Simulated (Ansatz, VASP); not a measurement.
Ag3Sb2 in VASP and in Ansatz

```xyz
5
Lattice="4.5951 0.0000 0.0000 -2.2976 3.9795 0.0000 0.0000 0.0000 8.4975" Properties=species:S:1:pos:R:3 pbc="T T T"
Ag    0.0000    2.6530    4.2488
Ag    2.2976    1.3265    4.2488
Ag    0.0000    0.0000    0.0000
Sb    0.0000    0.0000    2.6785
Sb    0.0000    0.0000    5.8190
```

Alike in both runs: functional PBE; k mesh 4 × 4 × 2; occupations gaussian, width 0.2 eV; no spin polarisation.

Ansatz relaxed the structure, and its values are those at the end. VASP's run is a single point on that final structure, the one shown.

|  | VASP | Ansatz |
| --- | --- | --- |
| version | VASP 6.6.1 | Ansatz 0.2.0 |
| potentials or method | VASP PAW PBE potentials, release 64 (Ag, Sb), cutoff 500 eV | scalar-relativistic, plane waves, PAW |
| valence electrons in the cell | 43 | 87 |

VASP gave:

* gap on the k mesh at the Fermi level (eV): none
* pressure (GPa): -0.1

Task: What did Ansatz give for the same quantities?

Result: gap on the k mesh at the Fermi level (eV): none; pressure (GPa): 0.0.

A gap of «none» marks a metal or a gap that the smearing closes. VASP's potentials hold 43 valence electrons a cell and Ansatz's 87, so a difference there can come from the potentials and not from the codes.

The k mesh is coarse, so the values compare programs but aren't converged. Neither program's run includes spin-orbit coupling.
